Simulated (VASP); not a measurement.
# Au3C in VASP: a series of runs

The runs below take Au3C through single point, with PBE.

All numbers are computed with VASP 6.6.1; they aren't measurements. Logs are shortened: lines on timing, memory, paths and dates and some standing lists are left out, and cuts for length are marked.

### 1 The cell of the first run

The cell holds a slab with vacuum, 4 atoms: a = 2.940 Å, b = 2.940 Å, c = 21.897 Å, α = 90.00°, β = 90.00°, γ = 120.00°.

### 2 Single point, PBE

Contents of INCAR:

```
SYSTEM = Au3C
  PREC = Accurate
  ENCUT = 520
  EDIFF = 1E-6
  ISMEAR = 0
  SIGMA = 0.1
  LREAL = .FALSE.
  LASPH = .TRUE.
  NELM = 100
  ALGO = Normal
  ISIF = 2
  LWAVE = .FALSE.
  LCHARG = .TRUE.
  LDIPOL = .TRUE.
  IDIPOL = 3
  DIPOL = 0.5 0.5 0.353
  GGA = PE
  LELF = .TRUE.
  LVHAR = .TRUE.
  LVACPOTAV = .TRUE.
  NBANDS = 26
```

Contents of KPOINTS:

```
Automatic mesh
0
G
  9 9 1
  0 0 0
```

Contents of POSCAR:

```
Au3C
1.0
    2.9402049748      0.0000000000      0.0000000000
   -1.4701024874      2.5462922005      0.0000000000
    0.0000000000      0.0000000000     21.8974947720
Au C
3 1
Direct
    0.6666666667      0.3333333333      0.1826692981
    0.3333333333      0.6666666667      0.2945190844
    0.0000000000      0.0000000000      0.4063247812
    0.6666666667     -0.6666666667      0.5282565377
```

Potentials or basis: VASP PAW PBE potentials, release 64 (Au, C).

Launch:

```sh
$ cat potpaw_PBE.64/Au/POTCAR potpaw_PBE.64/C/POTCAR > POTCAR
$ mpirun -np 1 vasp_std > vasp.out
```

OUTCAR:

```text
SYSTEM = Au3C
   PREC = Accurate
   ENCUT = 520
   EDIFF = 1E-6
   ISMEAR = 0
   LREAL = .FALSE.
   LASPH = .TRUE.
   NELM = 100
   ISIF = 2
   GGA = PE

 ion  position               nearest neighbor table
   1  0.667  0.333  0.183-   2 2.98   2 2.98   2 2.98
   2  0.333  0.667  0.295-   3 2.98   3 2.98   3 2.98   1 2.98   1 2.98   1 2.98
   3  0.000  0.000  0.406-   2 2.98   2 2.98   2 2.98
   4  0.667  0.333  0.528-

  LATTYP: Found a hexagonal cell.
 ALAT       =     2.9402049748
 C/A-ratio  =     7.4476082313

  Lattice vectors:

 A1 = (   2.9402049748,   0.0000000000,   0.0000000000)
 A2 = (  -1.4701024874,   2.5462922005,   0.0000000000)
 A3 = (   0.0000000000,   0.0000000000,  21.8974947720)

Analysis of symmetry for initial positions (statically):
=====================================================================
 Subroutine PRICEL returns:
 Original cell was already a primitive cell.

 Routine SETGRP: Setting up the symmetry group for a
 hexagonal supercell.

 Subroutine GETGRP returns: Found  6 space group operations
 (whereof  6 operations were pure point group operations)
 out of a pool of 24 trial point group operations.

The static configuration has the point symmetry C_3v.

Analysis of symmetry for dynamics (positions and initial velocities):
=====================================================================
 Subroutine PRICEL returns:
 Original cell was already a primitive cell.

 Routine SETGRP: Setting up the symmetry group for a
 hexagonal supercell.

 Subroutine GETGRP returns: Found  6 space group operations
 (whereof  6 operations were pure point group operations)
 out of a pool of 24 trial point group operations.

The dynamic configuration has the point symmetry C_3v.

 Subroutine INISYM returns: Found  6 space group operations
 (whereof  6 operations are pure point group operations),
 and found     1 'primitive' translations

----------------------------------------------------------------------------------------

                                     Primitive cell

  volume of cell :     163.9382

  direct lattice vectors                    reciprocal lattice vectors
     2.940204975  0.000000000  0.000000000     0.340112342  0.196363952  0.000000000
    -1.470102487  2.546292200  0.000000000     0.000000000  0.392727904  0.000000000
     0.000000000  0.000000000 21.897494772     0.000000000  0.000000000  0.045667325

  length of vectors
     2.940204975  2.940204975 21.897494772     0.392727904  0.392727904  0.045667325

  position of ions in fractional coordinates (direct lattice)
     0.666666667  0.333333333  0.182669298
     0.333333333  0.666666667  0.294519084
     0.000000000  0.000000000  0.406324781
     0.666666667  0.333333333  0.528256538

  ion indices of the primitive-cell ions
   primitive index   ion index
                 1           1
                 2           2
                 3           3
                 4           4

----------------------------------------------------------------------------------------

 KPOINTS: Automatic mesh

Automatic generation of k-mesh.
 Grid dimensions read from file:
 generate k-points for:    9    9    1

 Generating k-lattice:

  Cartesian coordinates                     Fractional coordinates (reciprocal lattice)
     0.037790260  0.021818217  0.000000000     0.111111111  0.000000000  0.000000000
     0.000000000  0.043636434  0.000000000     0.000000000  0.111111111  0.000000000
     0.000000000  0.000000000  0.045667325     0.000000000  0.000000000  1.000000000

  Length of vectors
     0.043636434  0.043636434  0.045667325

  Shift w.r.t. Gamma in fractional coordinates (k-lattice)
     0.000000000  0.000000000  0.000000000

 Subroutine IBZKPT returns following result:
 ===========================================

 Found     12 irreducible k-points:

 Following reciprocal coordinates:
            Coordinates               Weight
  0.000000  0.000000  0.000000      1.000000
  0.111111  0.000000  0.000000      6.000000
  0.222222 -0.000000  0.000000      6.000000
  0.333333 -0.000000  0.000000      6.000000
  0.444444 -0.000000  0.000000      6.000000
  0.111111  0.111111  0.000000      6.000000
  0.222222  0.111111  0.000000     12.000000
  0.333333  0.111111  0.000000     12.000000
  0.444444  0.111111  0.000000      6.000000
  0.222222  0.222222  0.000000      6.000000
  0.333333  0.222222  0.000000     12.000000
  0.333333  0.333333  0.000000      2.000000
   k-points           NKPTS =     12   k-points in BZ     NKDIM =     12   number of bands    NBANDS=     26
   number of dos      NEDOS =    301   number of ions     NIONS =      4
   total plane-waves  NPLWV =  96768
   dimension x,y,z NGX =    24 NGY =   24 NGZ =  168
   dimension x,y,z NGXF=    48 NGYF=   48 NGZF=  336
   ions per type =               3   1
   NGX,Y,Z   is equivalent  to a cutoff of  13.57, 13.57, 12.75 a.u.
   NGXF,Y,Z  is equivalent  to a cutoff of  27.14, 27.14, 25.51 a.u.
 SYSTEM =  Au3C
   PREC   = accura    normal or accurate (medium, high low for compatibility)
   ISTART =      0    job   : 0-new  1-cont  2-samecut
   ICHARG =      2    charge: 1-file 2-atom 10-const
   ISPIN  =      1    spin polarized calculation?
   LNONCOLLINEAR =      F non collinear calculations
   LSORBIT =      F    spin-orbit coupling
   LASPH  =      T    aspherical Exc in radial PAW
   ENCUT  =  520.0 eV  38.22 Ry    6.18 a.u.   5.47  5.47 40.71*2*pi/ulx,y,z
   NELM   =    100;   NELMIN=  2; NELMDL= -5     # of ELM steps
   EDIFF  = 0.1E-05   stopping-criterion for ELM
   LREAL  =      F    real-space projection
   EDIFFG = 0.1E-04   stopping-criterion for IOM
   NSW    =      0    number of steps for IOM
   IBRION =     -1    ionic relax: 0-MD 1-quasi-New 2-CG
   NFREE  =      0    steps in history (QN), initial steepest desc. (CG)
   ISIF   =      2    stress and relaxation
   ISYM   =      2    0-nonsym 1-usesym 2-fastsym
   POTIM  = 0.5000    time-step for ionic-motion
   TEBEG  =    0.0;   TEEND  =   0.0 temperature during run
   PSTRESS=    0.0 pullay stress
   NELECT =      37.0000    total number of electrons
   NUPDOWN=      -1.0000    fix difference up-down
   EMIN   =  10.00;   EMAX   =-10.00  energy-range for DOS
   EFERMI =   0.00;   METHOD = LEGACY
   ISMEAR =     0;   SIGMA  =   0.10  broadening in eV -4-tet -1-fermi 0-gaus
   EFERMI_NEDOS =   21; number of points for ismear=-14 and -15
   IALGO  =     38    algorithm
   IMIX   =      4    mixing-type and parameters
     AMIX     =   0.40;   BMIX     =  1.00
     AMIX_MAG =   1.60;   BMIX_MAG =  1.00
  volume/ion in A,a.u.               =      40.98       276.58
  Fermi-wavevector in a.u.,A,eV,Ry     =   0.996740  1.883566 13.517266  0.993491
  Thomas-Fermi vector in A             =   2.128849
   LORBIT       =      0    0 simple, 1 ext, 2 COOP (PROOUT), +10 PAW based schemes
   GGA     = PE    functional components
   LHFCALC =     F    Hartree Fock is set to
   AEXX    =    0.0000 exact exchange contribution
   IVDW    =     0    specifies the selected vdW correction
   LEPSILON=     F    determine dielectric tensor
   LRPA    =     F    only Hartree local field effects (RPA)
 non-spin polarized calculation
 Gauss-broadening in eV      SIGMA  =   0.10
  energy-cutoff  :      520.00
  volume of cell :      163.94
 maximum number of plane-waves:      4481
 NGX is ok and might be reduce to    24
   NGX = 11   NGY = 11   NGZ = 81

 dipolmoment           0.000000      0.000000     -0.000029 electrons x Angstroem

 number of electron      36.9999996 magnetization

 dipolmoment           0.000000      0.000000      0.025493 electrons x Angstroem

 Free energy of the ion-electron system (eV)
  ---------------------------------------------------
  ext. energy  EPLUGINS =         0.00000000
  ---------------------------------------------------
  free energy    TOTEN  =       -11.84740657 eV

  energy without entropy =      -11.83458902  energy(sigma->0) =      -11.84099780

 E-fermi :  -0.4399     XC(G=0):  -5.7673

 val. band max:       -0.5133593813   @ k =   0.2222   0.2222   0.0000
 cond. band min:      -0.4006782549   @ k =   0.2222   0.1111   0.0000
 fundamental gap:      0.1126811265
 Fermi energy:        -0.4399107228

 k-point     1 :       0.0000    0.0000    0.0000
  band No.  band energies     occupation
      1     -10.3939      2.00000
      2      -8.6194      2.00000
      3      -7.1905      2.00000
      4      -6.7924      2.00000
      5      -4.5825      2.00000
      6      -4.4064      2.00000
[... 18 lines left out ...]
     25       5.3049      0.00000
     26       5.8529      0.00000

 k-point     2 :       0.1111    0.0000    0.0000
  band No.  band energies     occupation
      1     -10.2114      2.00000
      2      -8.2688      2.00000
      3      -6.8417      2.00000
      4      -6.4806      2.00000
      5      -4.6359      2.00000
      6      -4.5673      2.00000
[... 18 lines left out ...]
     25       5.5708      0.00000
     26       6.1174      0.00000

 k-point     3 :       0.2222   -0.0000    0.0000
  band No.  band energies     occupation
      1      -9.6995      2.00000
      2      -7.3620      2.00000
      3      -6.1085      2.00000
      4      -5.8390      2.00000
      5      -5.0515      2.00000
      6      -4.7807      2.00000
[... 18 lines left out ...]
     25       6.3524      0.00000
     26       6.9077      0.00000

 k-point     4 :       0.3333   -0.0000    0.0000
  band No.  band energies     occupation
      1      -8.9824      2.00000
      2      -6.5671      2.00000
      3      -6.0264      2.00000
      4      -5.7715      2.00000
      5      -5.4872      2.00000
      6      -4.6750      2.00000
[... 18 lines left out ...]
     25       7.0706      0.00000
     26       7.5774      0.00000
[... 148 lines left out ...]
      1      -8.6220      2.00000
      2      -5.8768      2.00000
      3      -5.6515      2.00000
      4      -5.3042      2.00000
      5      -5.0519      2.00000
      6      -4.7082      2.00000
[... 18 lines left out ...]
     25       6.9554      0.00000
     26       7.9452      0.00000

 k-point    11 :       0.3333    0.2222    0.0000
  band No.  band energies     occupation
      1      -8.1219      2.00000
      2      -5.6835      2.00000
      3      -5.6419      2.00000
      4      -5.3998      2.00000
      5      -5.0035      2.00000
      6      -4.8025      2.00000
[... 18 lines left out ...]
     25       6.0593      0.00000
     26       7.0258      0.00000

 k-point    12 :       0.3333    0.3333    0.0000
  band No.  band energies     occupation
      1      -7.9415      2.00000
      2      -5.3963      2.00000
      3      -5.3376      2.00000
      4      -5.3348      2.00000
      5      -4.8953      2.00000
      6      -4.8812      2.00000
[... 18 lines left out ...]
     25       5.1354      0.00000
     26       7.0261      0.00000

------------------------ aborting loop because EDIFF is reached ----------------------------------------

  FORCE on cell =-STRESS in cart. coord.  units (eV):
  Direction    XX          YY          ZZ          XY          YZ          ZX
  --------------------------------------------------------------------------------------
  -------------------------------------------------------------------------------------
  Total       -5.3016296     -5.3016296     -3.6502445      0.0000000     -0.0000000      0.0000000
  in kB      -51.8131127    -51.8131127    -35.6740374      0.0000000     -0.0000000      0.0000000
  external PRESSURE =     -46.4334209 kB  Pullay stress =       0.0000000 kB

 VOLUME and BASIS-vectors are now :
 -----------------------------------------------------------------------------
  energy-cutoff  :      520.00
  volume of cell :      163.94
      direct lattice vectors                 reciprocal lattice vectors
     2.940204975  0.000000000  0.000000000     0.340112342  0.196363952  0.000000000
    -1.470102487  2.546292200  0.000000000     0.000000000  0.392727904  0.000000000
     0.000000000  0.000000000 21.897494772     0.000000000  0.000000000  0.045667325

 POSITION                                       TOTAL-FORCE (eV/Angst)
 -----------------------------------------------------------------------------------
      1.47010      0.84876      4.00000        -0.000000     -0.000000      0.146461
     -0.00000      1.69753      6.44923         0.000000      0.000000      0.096595
      0.00000      0.00000      8.89749        -0.000000     -0.000000      0.750467
      1.47010      0.84876     11.56749         0.000000     -0.000000     -0.993523
 -----------------------------------------------------------------------------------
    total drift:                               -0.000000      0.000000     -0.000052

  FREE ENERGIE OF THE ION-ELECTRON SYSTEM (eV)
  ---------------------------------------------------
  free  energy   TOTEN  =       -11.8474065742 eV

  energy  without entropy=      -11.8345890219  energy(sigma->0) =      -11.84099780

 vacuum level on the upper side and lower side of the slab         5.421         4.804
```

Run time: 37 s. Hardware: 1 thread of Intel Xeon 6975P-C (Granite Rapids), shared host; peak memory 0.3 GiB.

Results:

| Quantity | Value |
| --- | --- |
| Free energy | -11.8474 eV |
| Largest force | 0.994 eV/Å |

Forces in eV/Å, atoms in the order of the input:
```
Au   0.000  0.000  0.146
Au   0.000  0.000  0.097
Au   0.000  0.000  0.750
C    0.000  0.000 -0.994
```

Levels at points of the mesh, in eV from the Fermi level:
```tsv
k point	band 15	band 16	band 17	band 18	band 19	band 20	band 21	band 22	band 23	band 24
(0.00, 0.00, 0.00)	-2.23	-2.23	-2.06	-1.81	-1.81	-0.36	2.26	2.64	2.64	4.99
```

Caveat: spin-orbit coupling is left out, which moves the levels of the heavy elements.

(Part 1 of 2 ends here.)
